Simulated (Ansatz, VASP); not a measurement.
## P2C3 in VASP and in Ansatz

INCAR

```
SYSTEM = P2C3
PREC = Accurate ; ENCUT = 520
EDIFF = 1E-6 ; ISMEAR = 0
SIGMA = 0.1 ; LREAL = .FALSE.
LASPH = .TRUE. ; NELM = 80
ALGO = Normal ; ISIF = 2
LWAVE = .FALSE. ; LCHARG = .FALSE.
GGA = PE ; NBANDS = 19
```

The input KPOINTS:

```
regular mesh
0
G
  6 6 6
  0 0 0
```

Contents of POSCAR:

```
P2C3
1.0
    1.7340783400      1.0011706000      7.8078035500
   -1.7340783400      1.0011706000      7.8078035500
    0.0000000000     -2.0023412000      7.8078035500
P C
2 3
Direct
    0.5992919800      0.5992919800      0.5992919800
    0.4007080200      0.4007080200      0.4007080200
    0.2144860000      0.2144860000      0.2144860000
    0.7855140000      0.7855140000      0.7855140000
    0.0000000000      0.0000000000      0.0000000000
```

Input for Ansatz:

```yaml
crystal:
  lattice:
    - [1.73407834, 1.0011706, 7.80780355]
    - [-1.73407834, 1.0011706, 7.80780355]
    - [0.0, -2.0023412, 7.80780355]
  atoms:
    - { symbol: P, position: [0.59929198, 0.59929198, 0.59929198] }
    - { symbol: P, position: [0.40070802, 0.40070802, 0.40070802] }
    - { symbol: C, position: [0.214486, 0.214486, 0.214486] }
    - { symbol: C, position: [0.785514, 0.785514, 0.785514] }
    - { symbol: C, position: [0.0, 0.0, 0.0] }
basis:
  ecutwfc: 420
kpoints:
  mp_grid: { grid: [6, 6, 6] }
hamiltonian:
  xc: pbe
scf:
  occupations: { method: gaussian, width: 0.1 }
  lower_state_search: "off"
output:
  forces: true
  stress: true
  eigenvalues: true
```

Change from the starting cell: species swapped into the In2Te3 type (R-3m, No. 166).

Alike in both runs: task single point; functional PBE; k mesh 6 × 6 × 6; occupations gaussian, width 0.1 eV; no spin polarisation.

```csv
,VASP,Ansatz
version,VASP 6.6.1,Ansatz 0.2.0
potentials or method,"VASP PAW PBE potentials, release 64 (P, C), cutoff 520 eV","scalar-relativistic, plane waves, PAW"
valence electrons in the cell,22,22
```

|  | VASP | Ansatz | Ansatz less VASP |
| --- | --- | --- | --- |
| gap on the k mesh at the Fermi level (eV) | none | none | - |
| rms of the force components (eV/Å) | 1.250 | 1.251 | +0.0007 |

Atom by atom the forces differ by 0.001 eV/Å (rms over components). A gap of «none» marks a metal or a gap that the smearing closes. With one functional, cell and mesh, what is left measures potentials, basis and numerics.
